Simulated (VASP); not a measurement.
CrPb, 2 atoms in the cell. It takes space group Pm-3m (No. 221, cubic). Conventional cell: a = 3.486 Å, b = 3.486 Å, c = 3.486 Å, α = 90.00°, β = 90.00°, γ = 90.00°. Within 4.0 Å of Cr (site symmetry m-3m) lie 8 Pb at 3.02 Å and 6 Cr at 3.49 Å. Within 4.0 Å of Pb (site symmetry m-3m) lie 8 Cr at 3.02 Å and 6 Pb at 3.49 Å. 

```yaml
Program: VASP 6.6.1
Task: single point
Functional: PBEsol
Potentials_or_basis: VASP PAW PBE potentials, release 64 (Cr_pv, Pb_d)
Cutoff: 520 eV
k_mesh: 12 × 12 × 12
Occupations: gaussian, width 0.1 eV
Spin: collinear spin, ferromagnetic start
Starting_moments: "[0.5, 0.0] μB"
Dipole_correction: no
Further_INCAR_settings: ALGO = Normal; EDIFF = 1e-06; NBANDS = 24
```

Potentials or basis: VASP PAW PBE potentials, release 64 (Cr_pv, Pb_d).

The run is started by

```bash
$ cat potpaw_PBE.64/Cr_pv/POTCAR potpaw_PBE.64/Pb_d/POTCAR > POTCAR
$ mpirun -np 1 vasp_std > vasp.out
```

Hardware: 1 thread of Intel(R) Xeon(R) 6975P-C (Granite Rapids), with other jobs on the host.

How long does it take, and how much memory?

Run time: 100 s on 1 thread of Intel(R) Xeon(R) 6975P-C (Granite Rapids), on a shared host, peak memory 0.26 GiB. Counts: scf iterations 22, k points 84.
